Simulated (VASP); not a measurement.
# In (I4/mmm) in VASP: single point with LDA

Aim: the single point of In with LDA.

Program: VASP 6.6.1. These are calculated values, not measurements. Logs are shortened: lines on timing, memory, paths and dates and some standing lists are left out, and cuts for length are marked.

**1. The cell of the first run**

The structure is tetragonal, space group I4/mmm (No. 139). The conventional cell has a = 3.389 Å, b = 3.389 Å, c = 4.595 Å, α = 90.00°, β = 90.00°, γ = 90.00°. In (site symmetry 4/mmm) has 12 In at 3.32 to 3.39 Å within 4.4 Å.

**2. Single point, LDA**

INCAR

```
SYSTEM = In
PREC     = Accurate       ! precision mode
ENCUT    = 520            ! plane-wave cutoff, eV
EDIFF    = 1E-6           ! SCF threshold, eV
ISMEAR   = 0              ! smearing method
SIGMA    = 0.1            ! smearing width, eV
LREAL    = .FALSE.        ! projectors in reciprocal space
LASPH    = .TRUE.         ! aspherical terms in the spheres
NELM     = 100            ! most SCF steps
ALGO     = Normal         ! electronic algorithm
ISIF     = 2              ! what is computed and relaxed
LWAVE    = .FALSE.        ! write WAVECAR
LCHARG   = .FALSE.        ! write CHGCAR
NBANDS   = 12             ! bands
```

KPOINTS

```
regular mesh
0
G
  8 8 8
  0 0 0
```

POSCAR

```
In
1.0
   -1.6947072700      1.6947072700      2.2973723900
    1.6947072700     -1.6947072700      2.2973723900
    1.6947072700      1.6947072700     -2.2973723900
In
1
Direct
    0.0000000000      0.0000000000      0.0000000000
```

Potentials or basis: VASP PAW LDA potentials, release 64 (In_d).

Run with:

```sh
$ cat potpaw_LDA.64/In_d/POTCAR > POTCAR
$ mpirun -np 1 vasp_std > vasp.out
```

OUTCAR:

```text
SYSTEM = In
   PREC = Accurate
   ENCUT = 520
   EDIFF = 1E-6
   ISMEAR = 0
   LREAL = .FALSE.
   LASPH = .TRUE.
   NELM = 100
   ISIF = 2

 ion  position               nearest neighbor table
   1  0.000  0.000  0.000-

  LATTYP: Found a body centered tetragonal cell.
 ALAT       =     3.3894145400
 C/A-ratio  =     1.3556160587

  Lattice vectors:

 A1 = (  -1.6947072700,   1.6947072700,   2.2973723900)
 A2 = (   1.6947072700,  -1.6947072700,   2.2973723900)
 A3 = (   1.6947072700,   1.6947072700,  -2.2973723900)

Analysis of symmetry for initial positions (statically):
=====================================================================
 Subroutine PRICEL returns:
 Original cell was already a primitive cell.

 Routine SETGRP: Setting up the symmetry group for a
 body centered tetragonal supercell.

 Subroutine GETGRP returns: Found 16 space group operations
 (whereof 16 operations were pure point group operations)
 out of a pool of 16 trial point group operations.

The static configuration has the point symmetry D_4h.

Analysis of symmetry for dynamics (positions and initial velocities):
=====================================================================
 Subroutine PRICEL returns:
 Original cell was already a primitive cell.

 Routine SETGRP: Setting up the symmetry group for a
 body centered tetragonal supercell.

 Subroutine GETGRP returns: Found 16 space group operations
 (whereof 16 operations were pure point group operations)
 out of a pool of 16 trial point group operations.

The dynamic configuration has the point symmetry D_4h.

 Subroutine INISYM returns: Found 16 space group operations
 (whereof 16 operations are pure point group operations),
 and found     1 'primitive' translations

----------------------------------------------------------------------------------------

                                     Primitive cell

  volume of cell :      26.3925

  direct lattice vectors                    reciprocal lattice vectors
    -1.694707270  1.694707270  2.297372390     0.000000000  0.295036204  0.217639945
     1.694707270 -1.694707270  2.297372390     0.295036204  0.000000000  0.217639945
     1.694707270  1.694707270 -2.297372390     0.295036204  0.295036204  0.000000000

  length of vectors
     3.319937554  3.319937554  3.319937554     0.366624477  0.366624477  0.417244201

  position of ions in fractional coordinates (direct lattice)
     0.000000000  0.000000000  0.000000000

  ion indices of the primitive-cell ions
   primitive index   ion index
                 1           1

----------------------------------------------------------------------------------------

 KPOINTS: regular mesh

Automatic generation of k-mesh.
 Grid dimensions read from file:
 generate k-points for:    8    8    8

 Generating k-lattice:

  Cartesian coordinates                     Fractional coordinates (reciprocal lattice)
     0.000000000  0.036879526  0.027204993     0.125000000 -0.000000000  0.000000000
     0.036879526  0.000000000  0.027204993    -0.000000000  0.125000000  0.000000000
     0.036879526  0.036879526  0.000000000     0.000000000  0.000000000  0.125000000

  Length of vectors
     0.045828060  0.045828060  0.052155525

  Shift w.r.t. Gamma in fractional coordinates (k-lattice)
     0.000000000  0.000000000  0.000000000

 Subroutine IBZKPT returns following result:
 ===========================================

 Found     59 irreducible k-points:

 Following reciprocal coordinates:
            Coordinates               Weight
  0.000000  0.000000  0.000000      1.000000
  0.125000  0.000000  0.000000      8.000000
  0.250000  0.000000  0.000000      8.000000
  0.375000  0.000000 -0.000000      8.000000
  0.500000  0.000000  0.000000      4.000000
  0.125000  0.125000  0.000000      8.000000
[... 16 lines left out ...]
  0.250000  0.125000  0.125000     16.000000
  0.375000  0.125000  0.125000      8.000000
 [... further k-points ...]
   k-points           NKPTS =     59   k-points in BZ     NKDIM =     59   number of bands    NBANDS=     12
   number of dos      NEDOS =    301   number of ions     NIONS =      1
   total plane-waves  NPLWV =  21952
   dimension x,y,z NGX =    28 NGY =   28 NGZ =   28
   dimension x,y,z NGXF=    56 NGYF=   56 NGZF=   56
   ions per type =               1
   NGX,Y,Z   is equivalent  to a cutoff of  14.02, 14.02, 14.02 a.u.
   NGXF,Y,Z  is equivalent  to a cutoff of  28.04, 28.04, 28.04 a.u.
 SYSTEM =  In
   PREC   = accura    normal or accurate (medium, high low for compatibility)
   ISTART =      0    job   : 0-new  1-cont  2-samecut
   ICHARG =      2    charge: 1-file 2-atom 10-const
   ISPIN  =      1    spin polarized calculation?
   LNONCOLLINEAR =      F non collinear calculations
   LSORBIT =      F    spin-orbit coupling
   LASPH  =      T    aspherical Exc in radial PAW
   ENCUT  =  520.0 eV  38.22 Ry    6.18 a.u.   6.17  6.17  6.17*2*pi/ulx,y,z
   NELM   =    100;   NELMIN=  2; NELMDL= -5     # of ELM steps
   EDIFF  = 0.1E-05   stopping-criterion for ELM
   LREAL  =      F    real-space projection
   EDIFFG = 0.1E-04   stopping-criterion for IOM
   NSW    =      0    number of steps for IOM
   IBRION =     -1    ionic relax: 0-MD 1-quasi-New 2-CG
   NFREE  =      0    steps in history (QN), initial steepest desc. (CG)
   ISIF   =      2    stress and relaxation
   ISYM   =      2    0-nonsym 1-usesym 2-fastsym
   POTIM  = 0.5000    time-step for ionic-motion
   TEBEG  =    0.0;   TEEND  =   0.0 temperature during run
   PSTRESS=    0.0 pullay stress
   NELECT =      13.0000    total number of electrons
   NUPDOWN=      -1.0000    fix difference up-down
   EMIN   =  10.00;   EMAX   =-10.00  energy-range for DOS
   EFERMI =   0.00;   METHOD = LEGACY
   ISMEAR =     0;   SIGMA  =   0.10  broadening in eV -4-tet -1-fermi 0-gaus
   EFERMI_NEDOS =   21; number of points for ismear=-14 and -15
   IALGO  =     38    algorithm
   IMIX   =      4    mixing-type and parameters
     AMIX     =   0.40;   BMIX     =  1.00
     AMIX_MAG =   1.60;   BMIX_MAG =  1.00
  volume/ion in A,a.u.               =      26.39       178.11
  Fermi-wavevector in a.u.,A,eV,Ry     =   1.292892  2.443212 22.743098  1.671571
  Thomas-Fermi vector in A             =   2.424572
   LORBIT       =      0    0 simple, 1 ext, 2 COOP (PROOUT), +10 PAW based schemes
   GGA     = CA    functional components
   LHFCALC =     F    Hartree Fock is set to
   AEXX    =    0.0000 exact exchange contribution
   IVDW    =     0    specifies the selected vdW correction
   LEPSILON=     F    determine dielectric tensor
   LRPA    =     F    only Hartree local field effects (RPA)
 non-spin polarized calculation
 Gauss-broadening in eV      SIGMA  =   0.10
  energy-cutoff  :      520.00
  volume of cell :       26.39
 maximum number of plane-waves:       726
 NGX is ok and might be reduce to    28
   NGX = 13   NGY = 13   NGZ = 13

 number of electron      13.0000005 magnetization

 Free energy of the ion-electron system (eV)
  ---------------------------------------------------
  ext. energy  EPLUGINS =         0.00000000
  ---------------------------------------------------
  free energy    TOTEN  =        -3.18220425 eV

  energy without entropy =       -3.17745576  energy(sigma->0) =       -3.17983001

 E-fermi :   7.1804     XC(G=0): -10.4855

 val. band max:        7.1755215508   @ k =  -0.3750  -0.3750   0.1250
 cond. band min:       7.2197196068   @ k =   0.2500   0.2500   0.1250
 fundamental gap:      0.0441980560
 Fermi energy:         7.1803994146

 k-point     1 :       0.0000    0.0000    0.0000
  band No.  band energies     occupation
      1      -7.4413      2.00000
      2      -7.4413      2.00000
      3      -7.3845      2.00000
      4      -7.2783      2.00000
      5      -7.2266      2.00000
      6      -2.3860      2.00000
      7      17.4244      0.00000
      8      17.5374      0.00000
      9      17.5374      0.00000
     10      18.7478      0.00000
     11      21.0813      0.00000
     12      21.0992      0.00000

 k-point     2 :       0.1250    0.0000    0.0000
  band No.  band energies     occupation
      1      -7.4362      2.00000
      2      -7.4176      2.00000
      3      -7.3714      2.00000
      4      -7.2743      2.00000
      5      -7.2311      2.00000
      6      -2.0453      2.00000
      7      14.3935      0.00000
      8      16.9341      0.00000
      9      17.0360      0.00000
     10      18.4770      0.00000
     11      21.9172      0.00000
     12      22.0276      0.00000

 k-point     3 :       0.2500    0.0000    0.0000
  band No.  band energies     occupation
      1      -7.4477      2.00000
      2      -7.4039      2.00000
      3      -7.3571      2.00000
      4      -7.2195      2.00000
      5      -7.2075      2.00000
      6      -1.0062      2.00000
      7      10.2099      0.00000
      8      15.9653      0.00000
      9      16.3390      0.00000
     10      18.3680      0.00000
     11      20.7585      0.00000
     12      20.7593      0.00000
[... 286 lines left out ...]
 k-point    23 :       0.2500    0.1250    0.1250
  band No.  band energies     occupation
      1      -7.4614      2.00000
      2      -7.4163      2.00000
      3      -7.2911      2.00000
      4      -7.2052      2.00000
      5      -7.1312      2.00000
      6       1.6223      2.00000
      7       7.3021      0.08528
      8      10.6340      0.00000
      9      12.6806      0.00000
     10      18.5510      0.00000
     11      21.1097      0.00000
     12      22.6575      0.00000

 k-point    24 :       0.3750    0.1250    0.1250
  band No.  band energies     occupation
      1      -7.4496      2.00000
      2      -7.4217      2.00000
      3      -7.2812      2.00000
      4      -7.2077      2.00000
      5      -7.1184      2.00000
      6       3.4907      2.00000
      7       4.8091      2.00000
      8      10.6396      0.00000
      9      11.9896      0.00000
     10      18.5340      0.00000
     11      21.0510      0.00000
     12      24.8564      0.00000

 [... further k-points ...]
[... 5 lines left out ...]
  --------------------------------------------------------------------------------------
  -------------------------------------------------------------------------------------
  Total       -0.3030470     -0.3030470     -0.7788765      0.0000000      0.0000000      0.0000000
  in kB      -18.3966929    -18.3966929    -47.2822827      0.0000000      0.0000000      0.0000000
  external PRESSURE =     -28.0252228 kB  Pullay stress =       0.0000000 kB

 VOLUME and BASIS-vectors are now :
 -----------------------------------------------------------------------------
  energy-cutoff  :      520.00
  volume of cell :       26.39
      direct lattice vectors                 reciprocal lattice vectors
    -1.694707270  1.694707270  2.297372390     0.000000000  0.295036204  0.217639945
     1.694707270 -1.694707270  2.297372390     0.295036204  0.000000000  0.217639945
     1.694707270  1.694707270 -2.297372390     0.295036204  0.295036204  0.000000000

 POSITION                                       TOTAL-FORCE (eV/Angst)
 -----------------------------------------------------------------------------------
      0.00000      0.00000      0.00000        -0.000000      0.000000     -0.000000
 -----------------------------------------------------------------------------------
    total drift:                               -0.000000     -0.000000     -0.000000

  FREE ENERGIE OF THE ION-ELECTRON SYSTEM (eV)
  ---------------------------------------------------
  free  energy   TOTEN  =        -3.1822042512 eV

  energy  without entropy=       -3.1774557643  energy(sigma->0) =       -3.17983001
```

Run time: 6.7 s. Hardware: 1 thread of Intel Xeon 6975P-C (Granite Rapids), shared host; peak memory 0.14 GiB.

Results:

| Item | Value |
| --- | --- |
| Free energy | -3.1822 eV |
| Pressure | -2.8 GPa |

Stress tensor (GPa, compression positive):
```
-1.84  0.00  0.00
 0.00 -1.84  0.00
 0.00  0.00 -4.73
```

Caveat: spin-orbit coupling is left out, which moves the levels of the heavy elements.
